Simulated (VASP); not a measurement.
Write the native input for VASP 6.6.1 that does the following.

```yaml
Task: single point
Functional: LDA
Potentials_or_basis: VASP PAW LDA potentials, release 64 (Ti_sv, O_h)
Cutoff: 910 eV
k_mesh: 6 × 6 × 6
Occupations: gaussian, width 0.01 eV
Spin: no spin polarisation
Dipole_correction: no
Further_INCAR_settings: ALGO = Normal; EDIFF = 1e-06; NBANDS = 33
```

The structure of TiO2 lies in POSCAR:

```
TiO2
1.0
   -1.9034526000      1.9034526000      4.7573000000
    1.9034526000     -1.9034526000      4.7573000000
    1.9034526000      1.9034526000     -4.7573000000
Ti O
2 4
Direct
    0.0000000000      0.0000000000      0.0000000000
    0.7500000000      0.2500000000      0.5000000000
    0.2072289862      0.2072289862      0.0000000000
    0.9572289862      0.4572289862      0.5000000000
    0.5427710138      0.0427710138      0.5000000000
    0.7927710138      0.7927710138      0.0000000000
```

One way to write it, as run:

INCAR

```
ALGO = Normal ; EDIFF = 1E-6
ENCUT = 910 ; GGA = CA
GGA_COMPAT = False ; ISIF = 2
ISMEAR = 0 ; LASPH = True
LCHARG = True ; LELF = True
LREAL = False ; LVHAR = True
LWAVE = False ; NBANDS = 33
NELM = 120 ; PREC = Accurate
SIGMA = 0.01
```

KPOINTS

```
k-points
0
Gamma
  6 6 6
```

Potentials or basis: VASP PAW LDA potentials, release 64 (Ti_sv, O_h).

Launch:

```sh
$ cat potpaw_LDA.64/Ti_sv/POTCAR potpaw_LDA.64/O_h/POTCAR > POTCAR
$ mpirun -np 1 vasp_std > vasp.out
```

It gave:

```
Pressure               : -7.9 GPa
Largest force          : 0.037 eV/Å
Band gap on the k mesh : 2.04 eV (least direct gap 2.33 eV)
```

Caveat: the cutoff is under 1.25 times the usual one of these potentials, so pressure, stress and relaxed cells hold a basis-set (Pulay) error; the cell stands under tension.

It took 5.3 min on 1 thread of Intel(R) Xeon(R) Platinum 8259CL CPU @ 2.50GHz (Skylake/Cascade Lake), on a shared host, peak memory 0.37 GiB.
